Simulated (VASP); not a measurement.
# Se (P3_221) in VASP: a series of runs

Runs on Se. Level: PBEsol. Tasks: single point.

Program: VASP 6.6.1. These are calculated values, not measurements. Logs are shortened: lines on timing, memory, paths and dates and some standing lists are left out, and cuts for length are marked.

## Step 1: The cell of the first run

It takes space group P3_221 (No. 154, trigonal). The conventional cell has a = 3.958 Å, b = 3.958 Å, c = 5.180 Å, α = 90.00°, β = 90.00°, γ = 120.00°. Se (site symmetry 2) has 6 Se at 2.45 to 3.12 Å within 3.2 Å.

## Step 2: Single point, PBEsol (biaxial strain in the a-b plane: -2.0 %, then relaxed in part)

INCAR

```
PREC = Accurate
ENCUT = 520
EDIFF = 1E-6
ISMEAR = 0
SIGMA = 0.02
LREAL = F
LASPH = T
NELM = 80
ALGO = Normal
ISIF = 2
LWAVE = F
LCHARG = F
GGA = PS
NBANDS = 16
```

KPOINTS

```
Automatic mesh
0
Gamma
  12 12 8
```

POSCAR

```
Se
1.0
    3.9576995779      0.0000000000      0.0000000000
   -1.9788497889      3.4274683750      0.0000000000
    0.0000000000      0.0000000000      5.1802360199
Se
3
Direct
    0.2533490300      0.0000000000      0.1666666667
    0.0000000000      0.2533490300      0.8333333333
    0.7466509700      0.7466509700      0.5000000000
```

Potentials or basis: VASP PAW PBE potentials, release 64 (Se).

Launch:

```console
$ cat potpaw_PBE.64/Se/POTCAR > POTCAR
$ mpirun -np 1 vasp_std > vasp.out
```

OUTCAR:

```text
PREC = Accurate
   ENCUT = 520
   EDIFF = 1E-6
   ISMEAR = 0
   LREAL = F
   LASPH = T
   NELM = 80
   ISIF = 2
   GGA = PS

 ion  position               nearest neighbor table
   1  0.253  0.000  0.167-   3 2.45   2 2.45
   2  0.000  0.253  0.833-   3 2.45   1 2.45
   3  0.747  0.747  0.500-   2 2.45   1 2.45

  LATTYP: Found a hexagonal cell.
 ALAT       =     3.9576995779
 C/A-ratio  =     1.3089007687

  Lattice vectors:

 A1 = (   3.9576995779,   0.0000000000,   0.0000000000)
 A2 = (  -1.9788497889,   3.4274683750,   0.0000000000)
 A3 = (   0.0000000000,   0.0000000000,   5.1802360199)

Analysis of symmetry for initial positions (statically):
=====================================================================
 Subroutine PRICEL returns:
 Original cell was already a primitive cell.

 Routine SETGRP: Setting up the symmetry group for a
 hexagonal supercell.

 Subroutine GETGRP returns: Found  6 space group operations
 (whereof  2 operations were pure point group operations)
 out of a pool of 24 trial point group operations.

The static configuration has the point symmetry C_2 .
 The point group associated with its full space group is D_3 .

Analysis of symmetry for dynamics (positions and initial velocities):
=====================================================================
 Subroutine PRICEL returns:
 Original cell was already a primitive cell.

 Routine SETGRP: Setting up the symmetry group for a
 hexagonal supercell.

 Subroutine GETGRP returns: Found  6 space group operations
 (whereof  2 operations were pure point group operations)
 out of a pool of 24 trial point group operations.

The dynamic configuration has the point symmetry C_2 .
 The point group associated with its full space group is D_3 .

 Subroutine INISYM returns: Found  6 space group operations
 (whereof  2 operations are pure point group operations),
 and found     1 'primitive' translations

----------------------------------------------------------------------------------------

                                     Primitive cell

  volume of cell :      70.2693

  direct lattice vectors                    reciprocal lattice vectors
     3.957699578  0.000000000  0.000000000     0.252672033  0.145880267  0.000000000
    -1.978849789  3.427468375  0.000000000     0.000000000  0.291760533  0.000000000
     0.000000000  0.000000000  5.180236020     0.000000000  0.000000000  0.193041397

  length of vectors
     3.957699578  3.957699578  5.180236020     0.291760533  0.291760533  0.193041397

  position of ions in fractional coordinates (direct lattice)
     0.253349030  0.000000000  0.166666667
     0.000000000  0.253349030  0.833333333
     0.746650970  0.746650970  0.500000000

  ion indices of the primitive-cell ions
   primitive index   ion index
                 1           1
                 2           2
                 3           3

----------------------------------------------------------------------------------------

 KPOINTS: Automatic mesh

Automatic generation of k-mesh.
 Grid dimensions read from file:
 generate k-points for:   12   12    8

 Generating k-lattice:

  Cartesian coordinates                     Fractional coordinates (reciprocal lattice)
     0.021056003  0.012156689  0.000000000     0.083333333  0.000000000  0.000000000
     0.000000000  0.024313378  0.000000000     0.000000000  0.083333333  0.000000000
     0.000000000  0.000000000  0.024130175     0.000000000  0.000000000  0.125000000

  Length of vectors
     0.024313378  0.024313378  0.024130175

  Shift w.r.t. Gamma in fractional coordinates (k-lattice)
     0.000000000  0.000000000  0.000000000

 Subroutine IBZKPT returns following result:
 ===========================================

 Found    131 irreducible k-points:

 Following reciprocal coordinates:
            Coordinates               Weight
  0.000000  0.000000  0.000000      1.000000
  0.083333  0.000000  0.000000      6.000000
  0.166667  0.000000  0.000000      6.000000
  0.250000  0.000000  0.000000      6.000000
  0.333333  0.000000  0.000000      6.000000
  0.416667  0.000000  0.000000      6.000000
[... 16 lines left out ...]
  0.166667  0.000000  0.125000      6.000000
  0.000000  0.166667  0.125000      6.000000
 [... further k-points ...]
   k-points           NKPTS =    131   k-points in BZ     NKDIM =    131   number of bands    NBANDS=     16
   number of dos      NEDOS =    301   number of ions     NIONS =      3
   total plane-waves  NPLWV =  36000
   dimension x,y,z NGX =    30 NGY =   30 NGZ =   40
   dimension x,y,z NGXF=    60 NGYF=   60 NGZF=   80
   ions per type =               3
   NGX,Y,Z   is equivalent  to a cutoff of  12.60, 12.60, 12.84 a.u.
   NGXF,Y,Z  is equivalent  to a cutoff of  25.20, 25.20, 25.67 a.u.
 SYSTEM =  unknown system
   PREC   = accura    normal or accurate (medium, high low for compatibility)
   ISTART =      0    job   : 0-new  1-cont  2-samecut
   ICHARG =      2    charge: 1-file 2-atom 10-const
   ISPIN  =      1    spin polarized calculation?
   LNONCOLLINEAR =      F non collinear calculations
   LSORBIT =      F    spin-orbit coupling
   LASPH  =      T    aspherical Exc in radial PAW
   ENCUT  =  520.0 eV  38.22 Ry    6.18 a.u.   7.36  7.36  9.63*2*pi/ulx,y,z
   NELM   =     80;   NELMIN=  2; NELMDL= -5     # of ELM steps
   EDIFF  = 0.1E-05   stopping-criterion for ELM
   LREAL  =      F    real-space projection
   EDIFFG = 0.1E-04   stopping-criterion for IOM
   NSW    =      0    number of steps for IOM
   IBRION =     -1    ionic relax: 0-MD 1-quasi-New 2-CG
   NFREE  =      0    steps in history (QN), initial steepest desc. (CG)
   ISIF   =      2    stress and relaxation
   ISYM   =      2    0-nonsym 1-usesym 2-fastsym
   POTIM  = 0.5000    time-step for ionic-motion
   TEBEG  =    0.0;   TEEND  =   0.0 temperature during run
   PSTRESS=    0.0 pullay stress
   NELECT =      18.0000    total number of electrons
   NUPDOWN=      -1.0000    fix difference up-down
   EMIN   =  10.00;   EMAX   =-10.00  energy-range for DOS
   EFERMI =   0.00;   METHOD = LEGACY
   ISMEAR =     0;   SIGMA  =   0.02  broadening in eV -4-tet -1-fermi 0-gaus
   EFERMI_NEDOS =   21; number of points for ismear=-14 and -15
   IALGO  =     38    algorithm
   IMIX   =      4    mixing-type and parameters
     AMIX     =   0.40;   BMIX     =  1.00
     AMIX_MAG =   1.60;   BMIX_MAG =  1.00
  volume/ion in A,a.u.               =      23.42       158.07
  Fermi-wavevector in a.u.,A,eV,Ry     =   1.039706  1.964759 14.707731  1.080988
  Thomas-Fermi vector in A             =   2.174248
   LORBIT       =      0    0 simple, 1 ext, 2 COOP (PROOUT), +10 PAW based schemes
   GGA     = PS    functional components
   LHFCALC =     F    Hartree Fock is set to
   AEXX    =    0.0000 exact exchange contribution
   IVDW    =     0    specifies the selected vdW correction
   LEPSILON=     F    determine dielectric tensor
   LRPA    =     F    only Hartree local field effects (RPA)
 non-spin polarized calculation
 Gauss-broadening in eV      SIGMA  =   0.02
  energy-cutoff  :      520.00
  volume of cell :       70.27
 maximum number of plane-waves:      1916
 NGX is ok and might be reduce to    30
   NGX = 15   NGY = 15   NGZ = 19

 number of electron      18.0000001 magnetization

 Free energy of the ion-electron system (eV)
  ---------------------------------------------------
  ext. energy  EPLUGINS =         0.00000000
  ---------------------------------------------------
  free energy    TOTEN  =       -11.55509036 eV

  energy without entropy =      -11.55509036  energy(sigma->0) =      -11.55509036

 E-fermi :   4.1713     XC(G=0):  -9.8388

 val. band max:        4.0886388419   @ k =   0.3333   0.3333   0.5000
 cond. band min:       4.3239691163   @ k =   0.3333   0.3333   0.5000
 fundamental gap:      0.2353302743
 Fermi energy:         4.1713374370

 k-point     1 :       0.0000    0.0000    0.0000
  band No.  band energies     occupation
      1     -12.1346      2.00000
      2      -8.0221      2.00000
      3      -8.0221      2.00000
      4       0.4455      2.00000
      5       0.7081      2.00000
      6       0.7081      2.00000
[... 8 lines left out ...]
     15      11.0580      0.00000
     16      12.3063      0.00000

 k-point     2 :       0.0833    0.0000    0.0000
  band No.  band energies     occupation
      1     -12.0813      2.00000
      2      -8.0375      2.00000
      3      -8.0056      2.00000
      4      -0.0287      2.00000
      5       0.4359      2.00000
      6       0.7013      2.00000
[... 8 lines left out ...]
     15      11.3688      0.00000
     16      12.1851      0.00000

 k-point     3 :       0.1667    0.0000    0.0000
  band No.  band energies     occupation
      1     -11.9262      2.00000
      2      -8.0973      2.00000
      3      -7.9591      2.00000
      4      -0.7560      2.00000
      5      -0.0213      2.00000
      6       0.4950      2.00000
[... 8 lines left out ...]
     15      11.8749      0.00000
     16      12.3526      0.00000

 k-point     4 :       0.2500    0.0000    0.0000
  band No.  band energies     occupation
      1     -11.6860      2.00000
      2      -8.2297      2.00000
      3      -7.8920      2.00000
      4      -1.3233      2.00000
      5      -0.4601      2.00000
      6       0.2263      2.00000
[... 8 lines left out ...]
     15      12.3578      0.00000
     16      12.9945      0.00000
[... 324 lines left out ...]
 k-point    22 :       0.0000    0.0833    0.1250
  band No.  band energies     occupation
      1     -12.0111      2.00000
      2      -8.8732      2.00000
      3      -7.1616      2.00000
      4      -0.0994      2.00000
      5       0.4379      2.00000
      6       0.8247      2.00000
[... 8 lines left out ...]
     15      11.5526      0.00000
     16      11.6078      0.00000

 k-point    23 :       0.1667    0.0000    0.1250
  band No.  band energies     occupation
      1     -11.8563      2.00000
      2      -8.8447      2.00000
      3      -7.2103      2.00000
      4      -0.6825      2.00000
      5      -0.3430      2.00000
      6       0.6064      2.00000
[... 8 lines left out ...]
     15      11.8714      0.00000
     16      12.5812      0.00000

 k-point    24 :       0.0000    0.1667    0.1250
  band No.  band energies     occupation
      1     -11.8582      2.00000
      2      -8.8139      2.00000
      3      -7.2655      2.00000
      4      -0.7059      2.00000
      5       0.1466      2.00000
      6       0.5479      2.00000
[... 8 lines left out ...]
     15      11.6586      0.00000
     16      11.9617      0.00000

 [... further k-points ...]
[... 5 lines left out ...]
  --------------------------------------------------------------------------------------
  -------------------------------------------------------------------------------------
  Total        0.3696066      0.3696066      0.1097116      0.0000000     -0.0000000      0.0000000
  in kB        8.4272238      8.4272238      2.5014807      0.0000000     -0.0000000      0.0000000
  external PRESSURE =       6.4519761 kB  Pullay stress =       0.0000000 kB

 VOLUME and BASIS-vectors are now :
 -----------------------------------------------------------------------------
  energy-cutoff  :      520.00
  volume of cell :       70.27
      direct lattice vectors                 reciprocal lattice vectors
     3.957699578  0.000000000  0.000000000     0.252672033  0.145880267  0.000000000
    -1.978849789  3.427468375  0.000000000     0.000000000  0.291760533  0.000000000
     0.000000000  0.000000000  5.180236020     0.000000000  0.000000000  0.193041397

 POSITION                                       TOTAL-FORCE (eV/Angst)
 -----------------------------------------------------------------------------------
      1.00268      0.00000      0.86337         0.028100     -0.000000      0.000000
     -0.50134      0.86835      4.31686        -0.014050      0.024336     -0.000000
      1.47751      2.55912      2.59012        -0.014050     -0.024336     -0.000000
 -----------------------------------------------------------------------------------
    total drift:                               -0.000000     -0.000000      0.000000

  FREE ENERGIE OF THE ION-ELECTRON SYSTEM (eV)
  ---------------------------------------------------
  free  energy   TOTEN  =       -11.5550903602 eV

  energy  without entropy=      -11.5550903602  energy(sigma->0) =      -11.55509036
```

Wall time 2 min (1 thread of Oxide Virtual Turin-like, shared host); peak memory 0.22 GiB.

What came out:

| Quantity | Value |
| --- | --- |
| Free energy | -11.5551 eV |
| Pressure | 0.6 GPa |
| Largest force | 0.028 eV/Å |
| Band gap on the k mesh | 0.24 eV |

Forces in eV/Å, atoms in the order of the input:
```
Se   0.028  0.000  0.000
Se  -0.014  0.024  0.000
Se  -0.014 -0.024  0.000
```

Caveat: the cell differs from its parent crystal (biaxial strain in the a-b plane: -2.0 %, then relaxed in part); semilocal functionals underestimate gaps, and a narrow one can read as zero; the PAW data sets were made with another functional, which shifts forces and pressure a little. A k mesh can miss the band edges.

## Step 3: Single point, PBEsol (biaxial strain in the a-b plane: -2.0 %)

INCAR

```
SYSTEM = Se
PREC     = Accurate       ! precision mode
ENCUT    = 520            ! plane-wave cutoff, eV
EDIFF    = 1E-6           ! SCF threshold, eV
ISMEAR   = 0              ! smearing method
SIGMA    = 0.02           ! smearing width, eV
LREAL    = .FALSE.        ! projectors in reciprocal space
LASPH    = .TRUE.         ! aspherical terms in the spheres
NELM     = 100            ! most SCF steps
ALGO     = Normal         ! electronic algorithm
ISIF     = 2              ! what is computed and relaxed
LWAVE    = .FALSE.        ! write WAVECAR
LCHARG   = .FALSE.        ! write CHGCAR
GGA      = PS             ! functional
NBANDS   = 16             ! bands
```

KPOINTS

```
regular mesh
0
G
  12 12 8
  0 0 0
```

POSCAR

```
Se
1.0
    3.9576995779      0.0000000000      0.0000000000
   -1.9788497889      3.4274683750      0.0000000000
    0.0000000000      0.0000000000      5.1829219903
Se
3
Direct
    0.2487357190      0.0000000000      0.1666666667
    0.0000000000      0.2487357190      0.8333333333
    0.7512642810      0.7512642810      0.5000000000
```

Potentials or basis: VASP PAW PBE potentials, release 64 (Se).

Launch:

```console
$ cat potpaw_PBE.64/Se/POTCAR > POTCAR
$ mpirun -np 1 vasp_std > vasp.out
```

Run time: 1.9 min. Hardware: 1 thread of Oxide Virtual Turin-like, shared host; peak memory 0.23 GiB.

Results (log left out):

| Property | Result |
| --- | --- |
| Free energy | -11.5489 eV |
| Pressure | 1.5 GPa |
| Largest force | 0.208 eV/Å |
| Band gap on the k mesh | 0.21 eV |

Forces in eV/Å, atoms in the order of the input:
```
Se   0.208  0.000  0.000
Se  -0.104  0.180  0.000
Se  -0.104 -0.180  0.000
```

Stress tensor (GPa, compression positive):
```
1.61 0.00 0.00
0.00 1.61 0.00
0.00 0.00 1.16
```

Levels at points of the mesh, in eV from the valence-band top:
| k point | band 7 | band 8 | band 9 | band 10 | band 11 | band 12 |
| --- | --- | --- | --- | --- | --- | --- |
| (0.00, 0.00, 0.00) | -1.90 | -1.90 | -0.54 | 1.39 | 1.39 | 2.18 |
| (0.50, 0.00, 0.00) | -3.90 | -1.54 | -1.02 | 1.35 | 1.64 | 4.11 |
| (0.00, 0.00, 0.50) | -1.48 | -1.30 | -1.30 | 0.83 | 0.98 | 0.98 |
| (0.50, 0.00, 0.50) | -2.58 | -2.15 | -0.23 | 1.07 | 2.38 | 3.05 |

Caveat: the cell differs from its parent crystal (biaxial strain in the a-b plane: -2.0 %); semilocal functionals underestimate gaps, and a narrow one can read as zero; the PAW data sets were made with another functional, which shifts forces and pressure a little. A k mesh can miss the band edges.
